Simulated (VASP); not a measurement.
# Si20H10S in VASP: further runs, part 2 of 2

VASP 6.6.1. Earlier steps stand in the parts before.

### Step 5. Single point, PBEsol

INCAR

```
SYSTEM = Si20H10S
ALGO = Normal ; EDIFF = 1E-6
ENCUT = 400 ; GGA = PS
GGA_COMPAT = .False. ; ISIF = 2
ISMEAR = -1 ; LASPH = .True.
LCHARG = .False. ; LREAL = Auto
LWAVE = .False. ; NBANDS = 69
NELM = 120 ; NELMDL = -8
PREC = Accurate ; SIGMA = 0.05
```

KPOINTS

```
k-points
0
Gamma
  1 1 1
  0 0 0
```

POSCAR

```
Si20H10S
1.0
    7.6791800000      0.0000000000      0.0000000000
    0.0000000000      7.6791800000      0.0000000000
    0.0000000000      0.0000000000     18.2555000000
H Si S
10 20 1
Direct
    0.4093926695      0.0000000000      0.0547780121
    0.0906086327      0.0000000000      0.0547780121
    0.9093939718      0.0000000000      0.0547780121
    0.5906099349      0.0000000000      0.0547780121
    0.4093926695      0.5000013022      0.0547780121
    0.0906086327      0.5000013022      0.0547780121
    0.9093939718      0.5000013022      0.0547780121
    0.5906099349      0.5000013022      0.0547780121
    0.2202578921     -0.1639237523      0.5283722714
    0.4415836066     -0.0867149878      0.4773848977
    0.2500006511      0.0000000000      0.1021883816
    0.7500019533      0.0000000000      0.1021883816
    0.2500006511      0.5000013022      0.1021883816
    0.7500019533      0.5000013022      0.1021883816
    0.2403251389      0.2591422522      0.1783462518
    0.7496633755      0.2594417633      0.1683054422
    0.2730890538      0.7528147537      0.1644052477
    0.7517859980      0.7357947072      0.1822793131
   -0.0094541344      0.2755632763      0.2356111857
    0.5145210817      0.2921405671      0.2458875407
    0.0245078251      0.7793410234      0.2437511983
    0.5123203259      0.7411468412      0.2580099148
    0.0031904448      0.0305501369      0.3099832927
    0.4700371654      0.0053521340      0.3216017091
   -0.0152099573      0.5117864147      0.3159979184
    0.4173232038      0.5353957063      0.3294404426
    0.2617206525      0.1927158889      0.3143929227
    0.7415635524      0.1465260614      0.3388732163
    0.1970783339      0.4094187140      0.4009147928
    0.6975614584      0.4648412982      0.3379255567
    0.3055534575     -0.0016408002      0.5081865739
```

Potentials or basis: VASP PAW PBE potentials, release 64 (H, Si, S).

The run is started by

```sh
$ cat potpaw_PBE.64/H/POTCAR potpaw_PBE.64/Si/POTCAR potpaw_PBE.64/S/POTCAR > POTCAR
$ mpirun -np 1 vasp_gam > vasp.out
```

OUTCAR:

```text
SYSTEM = Si20H10S
   EDIFF = 1E-6
   ENCUT = 400
   GGA = PS
   ISIF = 2
   ISMEAR = -1
   LASPH = .True.
   LREAL = Auto
   NELM = 120
   NELMDL = -8
   PREC = Accurate

 ion  position               nearest neighbor table
   1  0.409  0.000  0.055-  11 1.50
   2  0.091  0.000  0.055-  11 1.50
   3  0.909  0.000  0.055-  12 1.50
   4  0.591  0.000  0.055-  12 1.50
   5  0.409  0.500  0.055-  13 1.50
   6  0.091  0.500  0.055-  13 1.50
   7  0.909  0.500  0.055-  14 1.50
   8  0.591  0.500  0.055-  14 1.50
   9  0.220  0.836  0.528-  31 1.46
  10  0.442  0.913  0.477-  31 1.35
  11  0.250  0.000  0.102-   1 1.50   2 1.50  17 2.22  15 2.43
  12  0.750  0.000  0.102-   4 1.50   3 1.50  16 2.33  18 2.50
  13  0.250  0.500  0.102-   5 1.50   6 1.50  17 2.26  15 2.32
  14  0.750  0.500  0.102-   8 1.50   7 1.50  16 2.21  18 2.33
  15  0.240  0.259  0.178-  19 2.19  13 2.32  11 2.43  20 2.45  27 2.54
  16  0.750  0.259  0.168-  14 2.21  19 2.22  20 2.31  12 2.33
  17  0.273  0.753  0.164-  11 2.22  13 2.26  21 2.40  22 2.51
  18  0.752  0.736  0.182-  22 2.30  14 2.33  21 2.40  12 2.50
  19  0.991  0.276  0.236-  15 2.19  16 2.22  23 2.32  25 2.33  27 2.61  28 2.86
  20  0.515  0.292  0.246-  16 2.31  27 2.43  15 2.45  26 2.52  30 2.56  24 2.62  28 2.68
  21  0.025  0.779  0.244-  23 2.28  18 2.40  17 2.40  25 2.46
  22  0.512  0.741  0.258-  26 2.17  18 2.30  24 2.36  17 2.51  30 2.94
  23  0.003  0.031  0.310-  28 2.26  21 2.28  19 2.32  27 2.34
  24  0.470  0.005  0.322-  27 2.16  22 2.36  28 2.37  20 2.62
  25  0.985  0.512  0.316-  30 2.27  19 2.33  29 2.38  21 2.46
  26  0.417  0.535  0.329-  22 2.17  30 2.22  29 2.34  20 2.52  27 2.90
  27  0.262  0.193  0.314-  24 2.16  23 2.34  29 2.35  20 2.43  15 2.54  19 2.61  26 2.90
  28  0.742  0.147  0.339-  23 2.26  24 2.37  30 2.47  20 2.68  19 2.86
  29  0.197  0.409  0.401-  26 2.34  27 2.35  25 2.38
  30  0.698  0.465  0.338-  26 2.22  25 2.27  28 2.47  20 2.56  22 2.94
  31  0.306  0.998  0.508-  10 1.35   9 1.46

  LATTYP: Found a simple tetragonal cell.
 ALAT       =     7.6791800000
 C/A-ratio  =     2.3772720525

  Lattice vectors:

 A1 = (   7.6791800000,   0.0000000000,   0.0000000000)
 A2 = (   0.0000000000,   7.6791800000,   0.0000000000)
 A3 = (   0.0000000000,   0.0000000000,  18.2555000000)

Analysis of symmetry for initial positions (statically):
=====================================================================
 Subroutine PRICEL returns:
 Original cell was already a primitive cell.

 Routine SETGRP: Setting up the symmetry group for a
 simple tetragonal supercell.

 Subroutine GETGRP returns: Found  1 space group operations
 (whereof  1 operations were pure point group operations)
 out of a pool of 16 trial point group operations.

The static configuration has the point symmetry C_1 .

Analysis of symmetry for dynamics (positions and initial velocities):
=====================================================================
 Subroutine PRICEL returns:
 Original cell was already a primitive cell.

 Routine SETGRP: Setting up the symmetry group for a
 simple tetragonal supercell.

 Subroutine GETGRP returns: Found  1 space group operations
 (whereof  1 operations were pure point group operations)
 out of a pool of 16 trial point group operations.

The dynamic configuration has the point symmetry C_1 .

 Subroutine INISYM returns: Found  1 space group operations
 (whereof  1 operations are pure point group operations),
[... 108 lines left out ...]

 Following reciprocal coordinates:
            Coordinates               Weight
  0.000000  0.000000  0.000000      1.000000
   k-points           NKPTS =      1   k-points in BZ     NKDIM =      1   number of bands    NBANDS=     69
   number of dos      NEDOS =    301   number of ions     NIONS =     31
   total plane-waves  NPLWV = 300000
   dimension x,y,z NGX =    50 NGY =   50 NGZ =  120
   dimension x,y,z NGXF=   100 NGYF=  100 NGZF=  240
   ions per type =              10  20   1
   NGX,Y,Z   is equivalent  to a cutoff of  10.82, 10.82, 10.93 a.u.
   NGXF,Y,Z  is equivalent  to a cutoff of  21.65, 21.65, 21.86 a.u.
 SYSTEM =  Si20H10S
   PREC   = accura    normal or accurate (medium, high low for compatibility)
   ISTART =      0    job   : 0-new  1-cont  2-samecut
   ICHARG =      2    charge: 1-file 2-atom 10-const
   ISPIN  =      1    spin polarized calculation?
   LNONCOLLINEAR =      F non collinear calculations
   LSORBIT =      F    spin-orbit coupling
   LASPH  =      T    aspherical Exc in radial PAW
   ENCUT  =  400.0 eV  29.40 Ry    5.42 a.u.  12.52 12.52 29.77*2*pi/ulx,y,z
   NELM   =    120;   NELMIN=  2; NELMDL= -8     # of ELM steps
   EDIFF  = 0.1E-05   stopping-criterion for ELM
   LREAL  =      T    real-space projection
   EDIFFG = 0.1E-04   stopping-criterion for IOM
   NSW    =      0    number of steps for IOM
   IBRION =     -1    ionic relax: 0-MD 1-quasi-New 2-CG
   NFREE  =      0    steps in history (QN), initial steepest desc. (CG)
   ISIF   =      2    stress and relaxation
   ISYM   =      2    0-nonsym 1-usesym 2-fastsym
   POTIM  = 0.5000    time-step for ionic-motion
   TEBEG  =    0.0;   TEEND  =   0.0 temperature during run
   PSTRESS=    0.0 pullay stress
   NELECT =      96.0000    total number of electrons
   NUPDOWN=      -1.0000    fix difference up-down
   EMIN   =  10.00;   EMAX   =-10.00  energy-range for DOS
   EFERMI =   0.00;   METHOD = LEGACY
   ISMEAR =    -1;   SIGMA  =   0.05  broadening in eV -4-tet -1-fermi 0-gaus
   EFERMI_NEDOS =   21; number of points for ismear=-14 and -15
   IALGO  =     38    algorithm
   IMIX   =      4    mixing-type and parameters
     AMIX     =   0.40;   BMIX     =  1.00
     AMIX_MAG =   1.60;   BMIX_MAG =  1.00
  volume/ion in A,a.u.               =      34.73       234.35
  Fermi-wavevector in a.u.,A,eV,Ry     =   0.731404  1.382153  7.278465  0.534952
  Thomas-Fermi vector in A             =   1.823613
   LORBIT       =      0    0 simple, 1 ext, 2 COOP (PROOUT), +10 PAW based schemes
   GGA     = PS    functional components
   LHFCALC =     F    Hartree Fock is set to
   AEXX    =    0.0000 exact exchange contribution
   IVDW    =     0    specifies the selected vdW correction
   LEPSILON=     F    determine dielectric tensor
   LRPA    =     F    only Hartree local field effects (RPA)
 non-spin polarized calculation
  energy-cutoff  :      400.00
  volume of cell :     1076.52
 maximum number of plane-waves:      9798
 NGX is ok and might be reduce to    50
   NGX = 25   NGY = 25   NGZ = 59

 number of electron      95.9999981 magnetization

 Free energy of the ion-electron system (eV)
  ---------------------------------------------------
  ext. energy  EPLUGINS =         0.00000000
  ---------------------------------------------------
  free energy    TOTEN  =      -137.19955179 eV

  energy without entropy =     -137.19830197  energy(sigma->0) =     -137.19892688

 E-fermi :  -0.2633     XC(G=0):  -4.7754

 val. band max:       -0.6228301626   @ k =   0.0000   0.0000   0.0000
 cond. band min:       0.0957638954   @ k =   0.0000   0.0000   0.0000
 fundamental gap:      0.7185940580
 Fermi energy:        -0.2632558088

 k-point     1 :       0.0000    0.0000    0.0000
  band No.  band energies     occupation
      1     -14.3142      2.00000
      2     -12.8230      2.00000
      3     -11.0575      2.00000
      4     -10.9103      2.00000
      5     -10.5141      2.00000
      6     -10.2305      2.00000
[... 52 lines left out ...]
     59       2.0867      0.00000
     60       2.2778      0.00000
 [bands above 60 left out]

------------------------ aborting loop because EDIFF is reached ----------------------------------------

  FORCE on cell =-STRESS in cart. coord.  units (eV):
  Direction    XX          YY          ZZ          XY          YZ          ZX
  --------------------------------------------------------------------------------------
  -------------------------------------------------------------------------------------
  Total       44.3028720     11.9740228     -3.7072064     -0.2489445     -3.8090097      2.0346983
  in kB       65.9354592     17.8208016     -5.5173930     -0.3705012     -5.6689058      3.0282183
  external PRESSURE =      26.0796226 kB  Pullay stress =       0.0000000 kB

 VOLUME and BASIS-vectors are now :
 -----------------------------------------------------------------------------
  energy-cutoff  :      400.00
  volume of cell :     1076.52
      direct lattice vectors                 reciprocal lattice vectors
     7.679180000  0.000000000  0.000000000     0.130222237  0.000000000  0.000000000
     0.000000000  7.679180000  0.000000000     0.000000000  0.130222237  0.000000000
     0.000000000  0.000000000 18.255500000     0.000000000  0.000000000  0.054778012

 POSITION                                       TOTAL-FORCE (eV/Angst)
 -----------------------------------------------------------------------------------
      3.14380      0.00000      1.00000        -0.799548      0.367442     -0.027880
      0.69580      0.00000      1.00000         0.757666      0.019841      0.088303
      6.98340      0.00000      1.00000        -0.699044     -0.049318      0.095618
      4.53540      0.00000      1.00000         0.801819     -0.047694     -0.038109
      3.14380      3.83960      1.00000        -0.660614     -0.206597     -0.034902
      0.69580      3.83960      1.00000         0.567935     -0.031732      0.050380
[... 23 lines left out ...]
      5.35670      3.56960      6.16900         0.938709     -1.008184     -0.500016
      2.34640      7.66658      9.27720        -0.940232     -1.564258      0.395026
 -----------------------------------------------------------------------------------
    total drift:                                0.004479     -0.002026      0.003911

  FREE ENERGIE OF THE ION-ELECTRON SYSTEM (eV)
  ---------------------------------------------------
  free  energy   TOTEN  =      -137.1995517937 eV

  energy  without entropy=     -137.1983019702  energy(sigma->0) =     -137.19892688
```

Run time: 5 min. Hardware: 1 thread of Intel Xeon 8259CL, shared host; peak memory 0.63 GiB.

What came out:

```
Free energy            : -137.1996 eV
Largest force          : 2.328 eV/Å
Band gap on the k mesh : 0.72 eV
```

Forces on the atoms (eV/Å):
```
H   -0.800  0.367 -0.028
H    0.758  0.020  0.088
H   -0.699 -0.049  0.096
H    0.802 -0.048 -0.038
H   -0.661 -0.207 -0.035
H    0.568 -0.032  0.050
H   -0.583  0.115 -0.064
H    0.698  0.206 -0.115
H    0.910  1.553 -0.494
H    0.007 -0.053  0.049
Si   0.283  1.098 -0.197
Si  -0.537 -0.729  0.649
Si   0.218  0.055 -0.273
Si  -0.246  0.727 -0.511
Si   0.892 -0.738 -0.295
Si  -0.685 -1.044  0.284
Si  -0.263 -0.251  1.839
Si   1.148  1.080 -0.267
Si  -1.326  0.280  0.258
Si   0.580 -0.078  0.257
Si  -0.847 -1.487 -0.058
Si  -0.545  1.699 -1.256
Si   0.094  0.301  0.444
Si   2.327 -0.048  0.023
Si   0.099  0.966 -0.405
Si   0.150 -1.630  0.722
Si  -1.508  0.142  0.194
Si  -1.113  0.174 -0.733
Si   0.281  0.183 -0.077
Si   0.939 -1.008 -0.500
S   -0.940 -1.564  0.395
```

Caveat: the k points lie up to 0.82 Å⁻¹ apart; the PAW data sets were made with another functional, which shifts forces and pressure a little.

### Step 6. Summary

```csv
cell,gap on the mesh (eV),largest force (eV/Å)
"as given, atomic positions A",1.08,0.82
"as given, atomic positions B",0.77,2.59
"as given, atomic positions C",-,3.18
"as given, atomic positions D",0.72,2.33
```

Alike in all rows: task single point; level PBEsol; potentials or basis VASP PAW PBE potentials, release 64 (H, Si, S); no spin polarisation; k mesh 1 × 1 × 1; cutoff (eV) 400; smearing fermi-dirac 0.05 eV.

Caveats: all runs use coarse meshes; the PAW data sets were made with another functional, which shifts forces and pressure a little.

Absolute energies hang on the potentials; compare differences alone.
